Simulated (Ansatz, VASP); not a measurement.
**Two plane-wave programs on GdN**

Contents of INCAR:

```
SYSTEM = GdN
PREC = Accurate
ENCUT = 520
EDIFF = 1E-7
ISMEAR = 0
SIGMA = 0.05
LREAL = .FALSE.
LASPH = .TRUE.
NELM = 150
ALGO = Normal
ISIF = 2
LWAVE = .FALSE.
LCHARG = .FALSE.
MAGMOM = 0 0 7 0 0 0
LORBIT = 11
LSORBIT = .TRUE.
GGA_COMPAT = .FALSE.
LORBMOM = .TRUE.
LMAXMIX = 6
LDAU = .TRUE.
LDAUTYPE = 2
LDAUL = 3 -1
LDAUU = 4 0
LDAUJ = 0 0
LDAUPRINT = 1
GGA = CA
NBANDS = 35
```

Contents of KPOINTS:

```
Automatic mesh
0
G
  9 9 9
  0 0 0
```

The input POSCAR:

```
GdN
1.0
    1.2768358400      0.7371815200      4.0739086000
   -1.2768358400      0.7371815200      4.0739086000
    0.0000000000     -1.4743630300      4.0739086000
Gd N
1 1
Direct
    0.5000000000      0.5000000000      0.5000000000
    0.0000000000      0.0000000000      0.0000000000
```

Input for Ansatz:

```yaml
crystal:
  lattice:
    - [1.27683584, 0.73718152, 4.0739086]
    - [-1.27683584, 0.73718152, 4.0739086]
    - [0.0, -1.47436303, 4.0739086]
  atoms:
    - { symbol: Gd, position: [0.5, 0.5, 0.5], spin: 7.0, spin_axis: [0.0, 0.0, 1.0] }
    - { symbol: "N", position: [0.0, 0.0, 0.0] }
basis:
  ecutwfc: 420
  ecutrho_ratio: 4
kpoints:
  mp_grid: { grid: [9, 9, 9] }
hamiltonian:
  xc: lda
  hubbard: { sites: [{ site: 0, l: f, u_eff: 4.0 }] }
scf:
  occupations: { method: gaussian, width: 0.05 }
output:
  forces: true
  stress: true
  eigenvalues: true
  populations: true
  hubbard: { sites: [{ site: 0, l: f }] }
  write_density: true
  write_potential: true
  elf: true
  volumetric_format: npy
magnetization:
  noncollinear: true
  spin_orbit: true
```

Alike in both runs: task single point; functional LDA; k mesh 9 × 9 × 9; occupations gaussian, width 0.05 eV; non-collinear spin, spin-orbit coupling; Hubbard terms Gd f U = 4.0 eV.

|  | VASP | Ansatz |
| --- | --- | --- |
| version | VASP 6.6.1 | Ansatz 0.2.0 |
| potentials or method | VASP PAW PBE potentials, release 64 (Gd, N), cutoff 520 eV | plane waves, PAW |
| valence electrons in the cell | 23 | 23 |

|  | VASP | Ansatz | Ansatz less VASP |
| --- | --- | --- | --- |
| net moment per atom (μB) | 3.41 | 3.40 | -0.008 |

VASP's potentials were made for PBE, not for LDA. LDA's correlation is that of Perdew and Zunger in VASP and of Perdew and Wang (1992) in Ansatz. The programs project onto different local orbitals, so the same U acts differently, and such runs can settle in different states. Ansatz's warnings: filled band counts differ across k points, stress scf threshold loose.
